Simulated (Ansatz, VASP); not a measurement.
SrScS2: VASP beside Ansatz

```xyz
8
Lattice="3.9672 0.0000 0.0000 0.0000 4.9991 0.0000 0.0000 0.0000 9.5016" Properties=species:S:1:pos:R:3 pbc="T T T"
Sr    0.9918    3.7494    3.2444
Sr    2.9754    1.2498    6.2571
Sc    2.9754    1.2498    0.7407
Sc    0.9918    3.7494    8.7609
S     2.9754    3.7494    0.8877
S     0.9918    1.2498    8.6139
S     2.9754    1.2498    3.3301
S     0.9918    3.7494    6.1715
```

Alike in both runs: functional PBE; k mesh 4 × 4 × 2; no spin polarisation.

Ansatz relaxed the structure, and its values are those at the end. VASP's run is a single point on that final structure, the one shown.

|  | VASP | Ansatz |
| --- | --- | --- |
| version | VASP 6.6.1 | Ansatz 0.2.0 |
| potentials or method | VASP PAW PBE potentials, release 64 (Sr_sv, Sc_sv, S), cutoff 520 eV | PAW plane waves |
| occupations | fermi-dirac, width 0.1 eV | fermi-dirac |
| valence electrons in the cell | 66 | 66 |

Ansatz gave:

| Quantity | Value |
| --- | --- |
| gap on the k mesh at the Fermi level (eV) | none |
| pressure (GPa) | 0.0 |
| rms of the force components (eV/Å) | 0.001 |

**Question.** Which values does VASP return?

**Answer.** gap on the k mesh at the Fermi level (eV): none; pressure (GPa): 0.2; rms of the force components (eV/Å): 0.003.

A gap of «none» marks a metal or a gap that the smearing closes.

The k mesh is coarse, so the values compare programs but aren't converged.
